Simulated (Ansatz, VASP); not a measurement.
# Two plane-wave programs on Cu3N

```
Cu N
1.0
     3.81400    0.00000    0.00000
     0.00000    3.81400    0.00000
     0.00000    0.00000    3.81400
Cu N
3 1
Direct
  0.50000 0.00000 0.00000
  0.00000 0.50000 0.00000
  0.00000 0.00000 0.50000
  0.00000 0.00000 0.00000
```

Alike in both runs: task electric field gradients; functional PBEsol; k mesh 10 × 10 × 10; occupations fermi-dirac, width 0.08 eV; no spin polarisation.

```csv
,VASP,Ansatz
version,VASP 6.6.1,Ansatz 0.2.0
potentials or method,"VASP PAW PBE potentials, release 64 (Cu, N)","PAW with Ansatz's default frozen-core files, scalar-relativistic"
plane-wave cutoff (eV),520,420
valence electrons in the cell,38,62
```

|  | VASP | Ansatz | Ansatz less VASP |
| --- | --- | --- | --- |
| pressure (GPa) | -4.2 | -4.8 | -0.55 |
| size of Vzz on the site where it differs most (V/Å²) | 59.2 | 40.7 | -18.47 |

VASP's potentials were made for PBE, not for PBEsol. VASP's potentials hold 38 valence electrons a cell and Ansatz's 62, so a difference there can come from the potentials and not from the codes.
